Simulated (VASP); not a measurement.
# Si6Ge in VASP: notebook

The runs below take Si6Ge through single point, relaxation of cell and atoms, with PBE.

Program: VASP 6.6.1. These are calculated values, not measurements. Logs are shortened: lines on timing, memory, paths and dates and some standing lists are left out, and cuts for length are marked.

## (1) The cell of the first run

The structure is monoclinic, space group C2/m (No. 12). Conventional cell: a = 5.227 Å, b = 4.939 Å, c = 9.016 Å, α = 90.00°, β = 91.59°, γ = 90.00°. Si (site symmetry 2) has 8 Si at 2.44 to 2.64 Å within 3.2 Å. Within 3.2 Å of Si (site symmetry 1) lie 6 Si at 2.46 to 2.64 Å and 2 Ge at 2.80 to 2.91 Å. Ge (site symmetry 2/m) has 8 Si at 2.80 to 2.91 Å and 4 Ge at 3.60 Å within 3.7 Å.

The cell was generated, and may not be a known phase.

## (2) Single point, PBE

Input file INCAR:

```
SYSTEM = Si6Ge
ALGO = Normal
EDIFF = 1E-6
ENCUT = 520
GGA = PE
ISIF = 2
ISMEAR = 0
LASPH = .TRUE.
LCHARG = .FALSE.
LREAL = .FALSE.
LWAVE = .FALSE.
NBANDS = 28
NELM = 100
PREC = Accurate
SIGMA = 0.2
```

Input file KPOINTS:

```
k-points
0
G
  4 4 2
  0 0 0
```

Input file POSCAR:

```
Si6Ge
1.0
    2.5975748628     -2.4696254300      0.2859470060
    2.5975748628      2.4696254300      0.2859470060
   -1.2340585147      0.0000000000      8.9310493573
Si Ge
6 1
Direct
    0.7533991300      0.2466008700      0.0000000000
    0.2466008700      0.7533991300      0.0000000000
    0.4879783197      0.9902502582      0.7459082449
    0.0097497418      0.5120216803      0.2540917551
    0.5120216803      0.0097497418      0.2540917551
    0.9902502582      0.4879783197      0.7459082449
    0.5000000000      0.5000000000      0.5000000000
```

Potentials or basis: VASP PAW PBE potentials, release 64 (Si, Ge_d).

Started as:

```bash
$ cat potpaw_PBE.64/Si/POTCAR potpaw_PBE.64/Ge_d/POTCAR > POTCAR
$ mpirun -np 1 vasp_std > vasp.out
```

OUTCAR:

```text
SYSTEM = Si6Ge
   EDIFF = 1E-6
   ENCUT = 520
   GGA = PE
   ISIF = 2
   ISMEAR = 0
   LASPH = .TRUE.
   LREAL = .FALSE.
   NELM = 100
   PREC = Accurate

 ion  position               nearest neighbor table
   1  0.753  0.247  0.000-   2 2.44   2 2.50   2 2.61   2 2.61   3 2.63   4 2.63   5 2.64   6 2.64

   2  0.247  0.753  0.000-   1 2.44   1 2.50   1 2.61   1 2.61   6 2.63   5 2.63   4 2.64   3 2.64

   3  0.488  0.990  0.746-   6 2.46   6 2.48   6 2.61   6 2.61   1 2.63   2 2.64   7 2.80   7 2.91

   4  0.010  0.512  0.254-   5 2.46   5 2.48   5 2.61   5 2.61   1 2.63   2 2.64   7 2.80   7 2.91

   5  0.512  0.010  0.254-   4 2.46   4 2.48   4 2.61   4 2.61   2 2.63   1 2.64   7 2.80   7 2.91

   6  0.990  0.488  0.746-   3 2.46   3 2.48   3 2.61   3 2.61   2 2.63   1 2.64   7 2.80   7 2.91

   7  0.500  0.500  0.500-   3 2.80   4 2.80   5 2.80   6 2.80   4 2.91   5 2.91   3 2.91   6 2.91

  LATTYP: Found a base centered monoclinic cell.
 ALAT       =     5.2265326396
 B/A-ratio  =     0.9450339643
 C/A-ratio  =     1.7250260595
 COS(beta)  =    -0.0276623927

  Lattice vectors:

 A1 = (   2.5975748628,  -2.4696254300,   0.2859470060)
 A2 = (   2.5975748628,   2.4696254300,   0.2859470060)
 A3 = (  -1.2340585147,   0.0000000000,   8.9310493573)

Analysis of symmetry for initial positions (statically):
=====================================================================
 Subroutine PRICEL returns:
 Original cell was already a primitive cell.

 Routine SETGRP: Setting up the symmetry group for a
 base centered monoclinic supercell.

 Subroutine GETGRP returns: Found  4 space group operations
 (whereof  4 operations were pure point group operations)
 out of a pool of  4 trial point group operations.

The static configuration has the point symmetry C_2h.

Analysis of symmetry for dynamics (positions and initial velocities):
=====================================================================
 Subroutine PRICEL returns:
 Original cell was already a primitive cell.

 Routine SETGRP: Setting up the symmetry group for a
 base centered monoclinic supercell.

 Subroutine GETGRP returns: Found  4 space group operations
 (whereof  4 operations were pure point group operations)
 out of a pool of  4 trial point group operations.

The dynamic configuration has the point symmetry C_2h.

 Subroutine INISYM returns: Found  4 space group operations
 (whereof  4 operations are pure point group operations),
 and found     1 'primitive' translations

----------------------------------------------------------------------------------------

                                     Primitive cell

  volume of cell :     116.3290

  direct lattice vectors                    reciprocal lattice vectors
     2.597574863 -2.469625430  0.285947006     0.189603226 -0.202459852  0.026198654
     2.597574863  2.469625430  0.285947006     0.189603226  0.202459852  0.026198654
    -1.234058515  0.000000000  8.931049357    -0.012141121  0.000000000  0.110291311

  length of vectors
     3.595582098  3.595582098  9.015905004     0.278613970  0.278613970  0.110957560

  position of ions in fractional coordinates (direct lattice)
     0.753399130  0.246600870  0.000000000
     0.246600870  0.753399130  0.000000000
     0.487978320  0.990250258  0.745908245
     0.009749742  0.512021680  0.254091755
     0.512021680  0.009749742  0.254091755
     0.990250258  0.487978320  0.745908245
     0.500000000  0.500000000  0.500000000

  ion indices of the primitive-cell ions
   primitive index   ion index
                 1           1
                 2           2
                 3           3
                 4           4
                 5           5
                 6           6
                 7           7

----------------------------------------------------------------------------------------

 KPOINTS: k-points

Automatic generation of k-mesh.
 Grid dimensions read from file:
 generate k-points for:    4    4    2

 Generating k-lattice:

  Cartesian coordinates                     Fractional coordinates (reciprocal lattice)
     0.047400806 -0.050614963  0.006549664     0.250000000  0.000000000  0.000000000
     0.047400806  0.050614963  0.006549664     0.000000000  0.250000000  0.000000000
    -0.006070560  0.000000000  0.055145656     0.000000000  0.000000000  0.500000000

  Length of vectors
     0.069653493  0.069653493  0.055478780

  Shift w.r.t. Gamma in fractional coordinates (k-lattice)
     0.000000000  0.000000000  0.000000000

 Subroutine IBZKPT returns following result:
 ===========================================

 Found     14 irreducible k-points:

 Following reciprocal coordinates:
            Coordinates               Weight
  0.000000  0.000000  0.000000      1.000000
  0.250000  0.000000 -0.000000      4.000000
  0.500000  0.000000 -0.000000      2.000000
  0.250000  0.250000 -0.000000      2.000000
  0.500000  0.250000 -0.000000      4.000000
 -0.250000  0.250000  0.000000      2.000000
  0.500000  0.500000 -0.000000      1.000000
  0.000000  0.000000  0.500000      1.000000
  0.250000  0.000000  0.500000      4.000000
  0.500000  0.000000  0.500000      2.000000
  0.250000  0.250000  0.500000      2.000000
  0.500000  0.250000  0.500000      4.000000
 -0.250000  0.250000  0.500000      2.000000
  0.500000  0.500000  0.500000      1.000000
   k-points           NKPTS =     14   k-points in BZ     NKDIM =     14   number of bands    NBANDS=     28
   number of dos      NEDOS =    301   number of ions     NIONS =      7
   total plane-waves  NPLWV =  54880
   dimension x,y,z NGX =    28 NGY =   28 NGZ =   70
   dimension x,y,z NGXF=    56 NGYF=   56 NGZF=  140
   ions per type =               6   1
   NGX,Y,Z   is equivalent  to a cutoff of  12.95, 12.95, 12.91 a.u.
   NGXF,Y,Z  is equivalent  to a cutoff of  25.89, 25.89, 25.81 a.u.
 SYSTEM =  Si6Ge
   PREC   = accura    normal or accurate (medium, high low for compatibility)
   ISTART =      0    job   : 0-new  1-cont  2-samecut
   ICHARG =      2    charge: 1-file 2-atom 10-const
   ISPIN  =      1    spin polarized calculation?
   LNONCOLLINEAR =      F non collinear calculations
   LSORBIT =      F    spin-orbit coupling
   LASPH  =      T    aspherical Exc in radial PAW
   ENCUT  =  520.0 eV  38.22 Ry    6.18 a.u.   6.69  6.69 16.76*2*pi/ulx,y,z
   NELM   =    100;   NELMIN=  2; NELMDL= -5     # of ELM steps
   EDIFF  = 0.1E-05   stopping-criterion for ELM
   LREAL  =      F    real-space projection
   EDIFFG = 0.1E-04   stopping-criterion for IOM
   NSW    =      0    number of steps for IOM
   IBRION =     -1    ionic relax: 0-MD 1-quasi-New 2-CG
   NFREE  =      0    steps in history (QN), initial steepest desc. (CG)
   ISIF   =      2    stress and relaxation
   ISYM   =      2    0-nonsym 1-usesym 2-fastsym
   POTIM  = 0.5000    time-step for ionic-motion
   TEBEG  =    0.0;   TEEND  =   0.0 temperature during run
   PSTRESS=    0.0 pullay stress
   NELECT =      38.0000    total number of electrons
   NUPDOWN=      -1.0000    fix difference up-down
   EMIN   =  10.00;   EMAX   =-10.00  energy-range for DOS
   EFERMI =   0.00;   METHOD = LEGACY
   ISMEAR =     0;   SIGMA  =   0.20  broadening in eV -4-tet -1-fermi 0-gaus
   EFERMI_NEDOS =   21; number of points for ismear=-14 and -15
   IALGO  =     38    algorithm
   IMIX   =      4    mixing-type and parameters
     AMIX     =   0.40;   BMIX     =  1.00
     AMIX_MAG =   1.60;   BMIX_MAG =  1.00
  volume/ion in A,a.u.               =      16.62       112.15
  Fermi-wavevector in a.u.,A,eV,Ry     =   1.127475  2.130618 17.295710  1.271199
  Thomas-Fermi vector in A             =   2.264161
   LORBIT       =      0    0 simple, 1 ext, 2 COOP (PROOUT), +10 PAW based schemes
   GGA     = PE    functional components
   LHFCALC =     F    Hartree Fock is set to
   AEXX    =    0.0000 exact exchange contribution
   IVDW    =     0    specifies the selected vdW correction
   LEPSILON=     F    determine dielectric tensor
   LRPA    =     F    only Hartree local field effects (RPA)
 non-spin polarized calculation
 Gauss-broadening in eV      SIGMA  =   0.20
  energy-cutoff  :      520.00
  volume of cell :      116.33
 maximum number of plane-waves:      3160
 NGX is ok and might be reduce to    28
   NGX = 13   NGY = 13   NGZ = 33

 number of electron      38.0000010 magnetization

 Free energy of the ion-electron system (eV)
  ---------------------------------------------------
  ext. energy  EPLUGINS =         0.00000000
  ---------------------------------------------------
  free energy    TOTEN  =       -34.39609989 eV

  energy without entropy =      -34.33135307  energy(sigma->0) =      -34.36372648

 E-fermi :   8.0693     XC(G=0): -10.6556

 val. band max:        8.0310050885   @ k =   0.5000   0.0000   0.5000
 cond. band min:       8.0998689433   @ k =   0.2500   0.2500  -0.0000
 fundamental gap:      0.0688638548
 Fermi energy:         8.0692754345

 k-point     1 :       0.0000    0.0000    0.0000
  band No.  band energies     occupation
      1     -16.5753      2.00000
      2     -16.5738      2.00000
      3     -16.5595      2.00000
      4     -16.5478      2.00000
      5     -16.5317      2.00000
      6      -5.5465      2.00000
[... 20 lines left out ...]
     27      12.2359      0.00000
     28      12.2773      0.00000

 k-point     2 :       0.2500    0.0000   -0.0000
  band No.  band energies     occupation
      1     -16.5767      2.00000
      2     -16.5731      2.00000
      3     -16.5546      2.00000
      4     -16.5476      2.00000
      5     -16.5332      2.00000
      6      -4.8569      2.00000
[... 20 lines left out ...]
     27      12.3347      0.00000
     28      12.9118      0.00000

 k-point     3 :       0.5000    0.0000   -0.0000
  band No.  band energies     occupation
      1     -16.5786      2.00000
      2     -16.5726      2.00000
      3     -16.5528      2.00000
      4     -16.5439      2.00000
      5     -16.5344      2.00000
      6      -2.9735      2.00000
[... 306 lines left out ...]
      3     -16.5535      2.00000
      4     -16.5446      2.00000
      5     -16.5347      2.00000
      6      -3.9564      2.00000
[... 20 lines left out ...]
     27      13.1457      0.00000
     28      13.3557      0.00000

 k-point    14 :       0.5000    0.5000    0.5000
  band No.  band energies     occupation
      1     -16.5813      2.00000
      2     -16.5690      2.00000
      3     -16.5551      2.00000
      4     -16.5379      2.00000
      5     -16.5333      2.00000
      6      -0.4415      2.00000
[... 20 lines left out ...]
     27      11.3988      0.00000
     28      14.0097      0.00000

------------------------ aborting loop because EDIFF is reached ----------------------------------------

  FORCE on cell =-STRESS in cart. coord.  units (eV):
  Direction    XX          YY          ZZ          XY          YZ          ZX
  --------------------------------------------------------------------------------------
  -------------------------------------------------------------------------------------
  Total        0.0522341     -0.0059799     -0.3743888      0.0000000      0.0000000     -0.0383347
  in kB        0.7194103     -0.0823595     -5.1563884      0.0000000      0.0000000     -0.5279766
  external PRESSURE =      -1.5064459 kB  Pullay stress =       0.0000000 kB

 VOLUME and BASIS-vectors are now :
 -----------------------------------------------------------------------------
  energy-cutoff  :      520.00
  volume of cell :      116.33
      direct lattice vectors                 reciprocal lattice vectors
     2.597574863 -2.469625430  0.285947006     0.189603226 -0.202459852  0.026198654
     2.597574863  2.469625430  0.285947006     0.189603226  0.202459852  0.026198654
    -1.234058515  0.000000000  8.931049357    -0.012141121  0.000000000  0.110291311

 POSITION                                       TOTAL-FORCE (eV/Angst)
 -----------------------------------------------------------------------------------
      2.59757     -1.25160      0.28595         0.000000      0.048044     -0.000000
      2.59757      1.25160      0.28595         0.000000     -0.048044      0.000000
      2.91931      1.24042      7.08444        -0.010054      0.015650      0.035009
      1.04178      1.24042      2.41850         0.010054      0.015650     -0.035009
      1.04178     -1.24042      2.41850         0.010054     -0.015650     -0.035009
      2.91931     -1.24042      7.08444        -0.010054     -0.015650      0.035009
      1.98055      0.00000      4.75147         0.000000     -0.000000      0.000000
 -----------------------------------------------------------------------------------
    total drift:                                0.000000      0.000000      0.000000

  FREE ENERGIE OF THE ION-ELECTRON SYSTEM (eV)
  ---------------------------------------------------
  free  energy   TOTEN  =       -34.3960998851 eV

  energy  without entropy=      -34.3313530749  energy(sigma->0) =      -34.36372648
```

It took 31 s on 1 thread of AMD EPYC 7R13 (Zen 3), shared host; peak memory 0.2 GiB.

What came out:

* Free energy: -34.3961 eV
* Pressure: -0.2 GPa
* Largest force: 0.048 eV/Å
* Band gap on the k mesh: zero (bands 19 and 20 overlap by 3.76 eV)

Forces in eV/Å, atoms in the order of the input:
```
Si   0.000  0.048  0.000
Si   0.000 -0.048  0.000
Si  -0.010  0.016  0.035
Si   0.010  0.016 -0.035
Si   0.010 -0.016 -0.035
Si  -0.010 -0.016  0.035
Ge   0.000  0.000  0.000
```

Caveat: the k points lie up to 0.44 Å⁻¹ apart, too coarse for converged energies and pressures of a metal.

## (3) Single point, PBE

This run uses another cell than the first one, of 16.45 Å³/atom.

Input file INCAR:

```
PREC = Accurate
ENCUT = 520
EDIFF = 1E-6
ISMEAR = 0
SIGMA = 0.1
LREAL = False
LASPH = True
NELM = 60
ALGO = Normal
ISIF = 2
LWAVE = False
LCHARG = False
GGA = PE
NBANDS = 28
```

Input file KPOINTS:

```
Automatic mesh
0
Gamma
  10 10 4
```

Input file POSCAR:

```
Si6Ge
1.0
    2.5518091452     -2.4885964823      0.0333504423
    2.5518091452      2.4885964823      0.0333504423
   -0.1188060094      0.0000000000      9.0629005325
Si Ge
6 1
Direct
    0.7495497357      0.2504502643      0.0000000000
    0.2504502643      0.7495497357      0.0000000000
    0.5000578336      1.0000457430      0.7400334878
   -0.0000457430      0.4999421664      0.2599665122
    0.4999421664     -0.0000457430      0.2599665122
    1.0000457430      0.5000578336      0.7400334878
    0.5000000000      0.5000000000      0.5000000000
```

Potentials or basis: VASP PAW PBE potentials, release 64 (Si, Ge_d).

Started as:

```bash
$ cat potpaw_PBE.64/Si/POTCAR potpaw_PBE.64/Ge_d/POTCAR > POTCAR
$ mpirun -np 1 vasp_std > vasp.out
```

Run time: 3.7 min. Hardware: 1 thread of AMD EPYC 7R13 (Zen 3), shared host; peak memory 0.4 GiB.

The run converged. Its results:

| Item | Value |
| --- | --- |
| Free energy | -34.5184 eV |
| Pressure | 0.0 GPa |
| Band gap on the k mesh | zero (bands 19 and 20 overlap by 4.03 eV) |

Forces on the atoms (eV/Å):
```
Si   0.000 -0.003  0.000
Si   0.000  0.003  0.000
Si   0.000  0.000 -0.002
Si   0.000  0.000  0.002
Si   0.000  0.000  0.002
Si   0.000  0.000 -0.002
Ge   0.000  0.000  0.000
```

Stress tensor (GPa, compression positive):
```
-0.02  0.00  0.00
 0.00 -0.08  0.00
 0.00  0.00  0.01
```

Levels at points of the mesh, in eV from the Fermi level:
| k point | band 17 | band 18 | band 19 | band 20 | band 21 | band 22 |
| --- | --- | --- | --- | --- | --- | --- |
| (0.00, 0.00, 0.00) | -1.23 | -0.18 | 0.08 | 0.96 | 1.09 | 1.46 |
| (0.50, 0.00, 0.00) | -0.31 | -0.08 | 0.15 | 0.39 | 0.54 | 2.39 |
| (0.50, 0.50, 0.00) | -3.92 | -2.29 | -1.50 | -0.88 | -0.84 | -0.79 |
| (0.00, 0.00, 0.50) | -2.08 | -1.46 | 0.76 | 0.80 | 1.52 | 1.55 |
| (0.50, 0.00, 0.50) | -0.34 | -0.11 | -0.01 | 0.44 | 0.69 | 0.70 |
| (0.50, 0.50, 0.50) | -4.23 | -3.71 | -3.40 | -2.97 | 0.45 | 2.10 |

## (4) Single point, PBE

This run uses another cell than the first one, of 16.44 Å³/atom.

Input file INCAR:

```
SYSTEM = Si6Ge
PREC = Accurate
ENCUT = 520
EDIFF = 1E-6
ISMEAR = 0
SIGMA = 0.1
LREAL = .FALSE.
LASPH = .TRUE.
NELM = 60
ALGO = Normal
ISIF = 2
LWAVE = .FALSE.
LCHARG = .FALSE.
GGA = PE
NBANDS = 28
```

Input file KPOINTS:

```
regular mesh
0
G
  10 10 4
  0 0 0
```

Input file POSCAR:

```
Si6Ge
1.0
    2.5518358022     -2.4881915022      0.0333894588
    2.5518358022      2.4881915022      0.0333894588
   -0.1186733228      0.0000000000      9.0632556804
Si Ge
6 1
Direct
    0.7495814312      0.2504185688      0.0000000000
    0.2504185688      0.7495814312      0.0000000000
    0.5000229098      1.0000179991      0.7399086664
   -0.0000179991      0.4999770902      0.2600913336
    0.4999770902     -0.0000179991      0.2600913336
    1.0000179991      0.5000229098      0.7399086664
    0.5000000000      0.5000000000      0.5000000000
```

Started as:

```bash
$ cat potpaw_PBE.64/Si/POTCAR potpaw_PBE.64/Ge_d/POTCAR > POTCAR
$ mpirun -np 1 vasp_std > vasp.out
```

Wall time 6.7 min (1 thread of AMD EPYC 7R13 (Zen 3), shared host); peak memory 0.58 GiB.

The run converged. Its results:

| Item | Value |
| --- | --- |
| Free energy | -34.5184 eV |
| Pressure | 0.0 GPa |
| Band gap on the k mesh | zero (bands 19 and 20 overlap by 4.03 eV) |

Forces on the atoms (eV/Å):
```
Si   0.000  0.000  0.000
Si   0.000  0.000  0.000
Si   0.000  0.000  0.003
Si   0.000  0.000 -0.003
Si   0.000  0.000 -0.003
Si   0.000  0.000  0.003
Ge   0.000  0.000  0.000
```

Levels at points of the mesh, in eV from the Fermi level:
```
           k point  band 16  band 17  band 18  band 19  band 20  band 21  band 22  band 23
(0.00, 0.00, 0.00)    -1.96    -1.23    -0.18     0.08     0.96     1.09     1.46     2.55
(0.50, 0.00, 0.00)    -0.64    -0.30    -0.08     0.16     0.39     0.54     2.39     2.50
(0.00, 0.50, 0.00)    -0.64    -0.30    -0.08     0.16     0.39     0.54     2.39     2.50
(0.50, 0.50, 0.00)    -5.51    -3.92    -2.29    -1.49    -0.88    -0.84    -0.79    -0.57
(0.00, 0.00, 0.50)    -2.20    -2.08    -1.46     0.76     0.80     1.52     1.55     2.21
(0.50, 0.00, 0.50)    -0.40    -0.34    -0.11    -0.01     0.44     0.69     0.70     1.03
(0.00, 0.50, 0.50)    -0.40    -0.34    -0.11    -0.01     0.44     0.69     0.70     1.03
(0.50, 0.50, 0.50)    -4.61    -4.23    -3.71    -3.40    -2.97     0.45     2.10     2.42
```

(Part 1 of 2 ends here.)

The gap in the log of VASP goes by the Fermi energy; the results here count the filled bands.